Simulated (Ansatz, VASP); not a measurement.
# One calculation of ZnAu, two programs

```
Zn Au
1.0
     3.10545    0.00000    0.00000
     0.00000    3.10545    0.00000
     0.00000    0.00000    3.10545
Zn Au
1 1
Cartesian
  1.5527 1.5527 1.5527
  0.0000 0.0000 0.0000
```

Alike in both runs: functional r2SCAN; k mesh 11 × 11 × 11; occupations fermi-dirac, width 0.1 eV; no spin polarisation.

Ansatz relaxed the structure, and its values are those at the end. VASP's run is a single point on that final structure, the one shown.

|  | VASP | Ansatz |
| --- | --- | --- |
| version | VASP 6.6.1 | Ansatz 0.2.0 |
| potentials or method | VASP PAW PBE potentials, release 64 (Zn, Au), cutoff 520 eV | PAW plane waves |
| valence electrons in the cell | 23 | 31 |

```tsv
	VASP	Ansatz	Ansatz less VASP
pressure (GPa)	6.6	6.1	-0.49
```

VASP's potentials were made for PBE, not for r2SCAN. VASP's potentials hold 23 valence electrons a cell and Ansatz's 31, so a difference there can come from the potentials and not from the codes. Ansatz's warnings: stress scf threshold loose.

Neither program's run includes spin-orbit coupling.
